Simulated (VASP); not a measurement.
# InSe (C2/m) in VASP: electric field gradients with PBEsol

Aim: the electric field gradients of InSe with PBEsol.

All numbers are computed with VASP 6.6.1; they aren't measurements. Logs are shortened: lines on timing, memory, paths and dates and some standing lists are left out, and cuts for length are marked.

### 1 The cell of the first run

It takes space group C2/m (No. 12, monoclinic). The conventional cell has a = 11.749 Å, b = 4.111 Å, c = 4.564 Å, α = 90.00°, β = 110.64°, γ = 90.00°. Within 3.8 Å of In (site symmetry m) lie 5 Se at 2.67 to 3.56 Å and 3 In at 2.79 to 3.73 Å. Se (site symmetry m) has 5 In at 2.67 to 3.56 Å and 3 Se at 3.40 to 3.58 Å within 3.6 Å.

### 2 Electric field gradients, PBEsol

Input file INCAR:

```
ALGO     = Normal         # electronic algorithm
EDIFF    = 1E-8           # SCF threshold, eV
ENCUT    = 520            # plane-wave cutoff, eV
GGA      = PS             # functional
ISIF     = 2              # what is computed and relaxed
ISMEAR   = 0              # smearing method
LASPH    = True           # aspherical terms in the spheres
LCHARG   = False          # write CHGCAR
LEFG     = True         
LREAL    = False          # projectors in reciprocal space
LWAVE    = False          # write WAVECAR
NBANDS   = 27             # bands
NELM     = 60             # most SCF steps
PREC     = Accurate       # precision mode
SIGMA    = 0.01           # smearing width, eV
```

Input file KPOINTS:

```
k-points
0
Gamma
  8 8 6
```

Input file POSCAR:

```
InSe
1.0
    5.8745998019     -2.0553094402     -0.0053852395
    5.8745998019      2.0553094402     -0.0053852395
   -1.6050952278      0.0000000000      4.2720320530
In Se
2 2
Direct
    0.8858004619      0.8858004619      0.0290623429
    0.1141995381      0.1141995381      0.9709376571
    0.6547072586      0.6547072586      0.6374291190
    0.3452927414      0.3452927414      0.3625708810
```

Potentials or basis: VASP PAW PBE potentials, release 64 (In_d, Se).

Command:

```bash
$ cat potpaw_PBE.64/In_d/POTCAR potpaw_PBE.64/Se/POTCAR > POTCAR
$ mpirun -np 1 vasp_std > vasp.out
```

OUTCAR:

```text
EDIFF = 1E-8
   ENCUT = 520
   GGA = PS
   ISIF = 2
   ISMEAR = 0
   LASPH = True
   LREAL = False
   NELM = 60
   PREC = Accurate

 ion  position               nearest neighbor table
   1  0.886  0.886  0.029-   3 2.67   4 2.70   4 2.70   2 2.79   2 3.73   2 3.73
   2  0.114  0.114  0.971-   4 2.67   3 2.70   3 2.70   1 2.79   1 3.73   1 3.73
   3  0.655  0.655  0.637-   1 2.67   2 2.70   2 2.70
   4  0.345  0.345  0.363-   2 2.67   1 2.70   1 2.70

  LATTYP: Found a base centered monoclinic cell.
 ALAT       =    11.7492045404
 B/A-ratio  =     0.3498635900
 C/A-ratio  =     0.3884191237
 COS(beta)  =    -0.3525736638

  Lattice vectors:

 A1 = (   5.8745998019,  -2.0553094402,  -0.0053852395)
 A2 = (   5.8745998019,   2.0553094402,  -0.0053852395)
 A3 = (  -1.6050952278,   0.0000000000,   4.2720320530)

Analysis of symmetry for initial positions (statically):
=====================================================================
 Subroutine PRICEL returns:
 Original cell was already a primitive cell.

 Routine SETGRP: Setting up the symmetry group for a
 base centered monoclinic supercell.

 Subroutine GETGRP returns: Found  4 space group operations
 (whereof  4 operations were pure point group operations)
 out of a pool of  4 trial point group operations.

The static configuration has the point symmetry C_2h.

Analysis of symmetry for dynamics (positions and initial velocities):
=====================================================================
 Subroutine PRICEL returns:
 Original cell was already a primitive cell.

 Routine SETGRP: Setting up the symmetry group for a
 base centered monoclinic supercell.

 Subroutine GETGRP returns: Found  4 space group operations
 (whereof  4 operations were pure point group operations)
 out of a pool of  4 trial point group operations.

The dynamic configuration has the point symmetry C_2h.

 Subroutine INISYM returns: Found  4 space group operations
 (whereof  4 operations are pure point group operations),
 and found     1 'primitive' translations

----------------------------------------------------------------------------------------

                                     Primitive cell

[... 136 lines left out ...]
  ---------------------------------------------------
  ext. energy  EPLUGINS =         0.00000000
  ---------------------------------------------------
  free energy    TOTEN  =       -15.55252973 eV

  energy without entropy =      -15.55252973  energy(sigma->0) =      -15.55252973

 E-fermi :   5.0311     XC(G=0):  -9.8222

 val. band max:        4.9603239477   @ k =  -0.2500  -0.2500   0.3333
 cond. band min:       5.6475033931   @ k =   0.3750   0.3750  -0.0000
 fundamental gap:      0.6871794454
 Fermi energy:         5.0311274269

 k-point     1 :       0.0000    0.0000    0.0000
  band No.  band energies     occupation
      1      -9.6824      2.00000
      2      -9.5744      2.00000
      3      -9.3462      2.00000
      4      -9.3323      2.00000
      5      -9.2953      2.00000
      6      -9.2901      2.00000
[... 709 lines left out ...]
     26      11.5212      0.00000
     27      12.7101      0.00000

 [... further k-points ...]
[... 5 lines left out ...]
  --------------------------------------------------------------------------------------
  -------------------------------------------------------------------------------------
  Total        0.0407226      0.0521078      0.0398674      0.0000000      0.0000000      0.0046684
  in kB        0.6326680      0.8095492      0.6193814      0.0000000      0.0000000      0.0725285
  external PRESSURE =       0.6871995 kB  Pullay stress =       0.0000000 kB

 VOLUME and BASIS-vectors are now :
 -----------------------------------------------------------------------------
  energy-cutoff  :      520.00
  volume of cell :      103.13
      direct lattice vectors                 reciprocal lattice vectors
     5.874599802 -2.055309440 -0.005385239     0.085141505 -0.243272371  0.031989513
     5.874599802  2.055309440 -0.005385239     0.085141505  0.243272371  0.031989513
    -1.605095228  0.000000000  4.272032053     0.000214655  0.000000000  0.234161291

 POSITION                                       TOTAL-FORCE (eV/Angst)
 -----------------------------------------------------------------------------------
     10.36080      0.00000      0.11461         0.017190      0.000000     -0.004251
     -0.21669      0.00000      4.14665        -0.017190      0.000000      0.004251
      6.66915      0.00000      2.71607         0.000124      0.000000     -0.015761
      3.47495      0.00000      1.54520        -0.000124      0.000000      0.015761
 -----------------------------------------------------------------------------------
    total drift:                                0.000000      0.000000     -0.000000

  FREE ENERGIE OF THE ION-ELECTRON SYSTEM (eV)
  ---------------------------------------------------
  free  energy   TOTEN  =       -15.5525297341 eV

  energy  without entropy=      -15.5525297341  energy(sigma->0) =      -15.55252973

 Electric field gradients (V/A^2)
---------------------------------------------------------------------
 ion       V_xx      V_yy      V_zz      V_xy      V_xz      V_yz
---------------------------------------------------------------------
   1    -133.930    50.188    83.742    -0.000     5.956     0.000
   2    -133.930    50.188    83.742    -0.000     5.956    -0.000
   3      44.414    12.244   -56.658    -0.000    11.176    -0.000
   4      44.414    12.244   -56.658    -0.000    11.176    -0.000
---------------------------------------------------------------------

 Electric field gradients after diagonalization (V/A^2)
 (convention: |V_zz| > |V_xx| > |V_yy|)
----------------------------------------------------------------------
 ion       V_xx      V_yy      V_zz     asymmetry (V_yy - V_xx)/ V_zz
----------------------------------------------------------------------
   1      83.905    50.188  -134.093       0.251
   2      83.905    50.188  -134.093       0.251
   3      45.635    12.244   -57.879       0.577
   4      45.635    12.244   -57.879       0.577
----------------------------------------------------------------------

           NMR quadrupolar parameters

 Cq : quadrupolar parameter    Cq=e*Q*V_zz/h
 eta: asymmetry parameters     (V_yy - V_xx)/ V_zz
 Q  : nuclear electric quadrupole moment in mb (millibarn)
----------------------------------------------------------------------
 ion       Cq(MHz)       eta       Q (mb)
----------------------------------------------------------------------
   1      -0.324       0.251       1.000
   2      -0.324       0.251       1.000
   3      -0.140       0.577       1.000
   4      -0.140       0.577       1.000
----------------------------------------------------------------------
```

OSZICAR:

```text
N       E                     dE             d eps       ncg     rms          rms(c)
DAV:   1     0.331936529098E+03    0.33194E+03   -0.17615E+04  6159   0.162E+03
DAV:   2     0.228085886515E+02   -0.30913E+03   -0.29988E+03  6201   0.392E+02
DAV:   3    -0.143917917920E+02   -0.37200E+02   -0.36553E+02  7709   0.144E+02
DAV:   4    -0.159650271375E+02   -0.15732E+01   -0.15680E+01  7389   0.295E+01
DAV:   5    -0.160154788302E+02   -0.50452E-01   -0.50444E-01  8963   0.544E+00    0.630E+00
DAV:   6    -0.155863758705E+02    0.42910E+00   -0.79393E-01  8611   0.155E+01    0.374E+00
DAV:   7    -0.155565466923E+02    0.29829E-01   -0.30967E-01  9421   0.472E+00    0.111E+00
DAV:   8    -0.155527338736E+02    0.38128E-02   -0.37529E-02  9319   0.217E+00    0.528E-01
DAV:   9    -0.155525295364E+02    0.20434E-03   -0.43843E-03  9067   0.683E-01    0.176E-01
DAV:  10    -0.155525227675E+02    0.67689E-05   -0.36437E-04  7312   0.148E-01    0.928E-02
DAV:  11    -0.155525338049E+02   -0.11037E-04   -0.11781E-04  8721   0.134E-01    0.264E-02
DAV:  12    -0.155525296383E+02    0.41666E-05   -0.20199E-05  8865   0.481E-02    0.173E-02
DAV:  13    -0.155525297958E+02   -0.15753E-06   -0.21266E-06  8397   0.855E-03    0.733E-03
DAV:  14    -0.155525297642E+02    0.31622E-07   -0.47714E-07  8382   0.976E-03    0.231E-03
DAV:  15    -0.155525297336E+02    0.30569E-07   -0.46694E-08  5957   0.188E-03    0.450E-04
DAV:  16    -0.155525297341E+02   -0.45429E-09   -0.49043E-09  3705   0.537E-04
   1 F= -.15552530E+02 E0= -.15552530E+02  d E =-.497010E-26
```

It took 11 min on 1 thread of Oxide Virtual Turin-like, shared host; peak memory 0.42 GiB.

Results:

| Quantity | Value |
| --- | --- |
| Free energy | -15.5525 eV |
| Pressure | 0.1 GPa |
| Largest force | 0.018 eV/Å |
| Band gap on the k mesh | 0.69 eV (least direct gap 1.04 eV) |
| Largest electric field gradient by atom | In -134.1; Se -57.9 V/Å² |

Forces on the atoms (eV/Å):
```
In   0.017  0.000 -0.004
In  -0.017  0.000  0.004
Se   0.000  0.000 -0.016
Se   0.000  0.000  0.016
```

Electric field gradients, principal values (V/Å²):
```
atom   least  middle  greatest (by size)
1 In  50.188  83.905            -134.093
2 In  50.188  83.905            -134.093
3 Se  12.244  45.635             -57.879
4 Se  12.244  45.635             -57.879
```

Caveat: without QUAD_EFG the Cq values of the log hold for a quadrupole moment of 1 mb, not for the nuclei; the PAW data sets were made with another functional, which shifts forces and pressure a little; spin-orbit coupling is left out, which moves the levels of the heavy elements. A k mesh can miss the band edges.
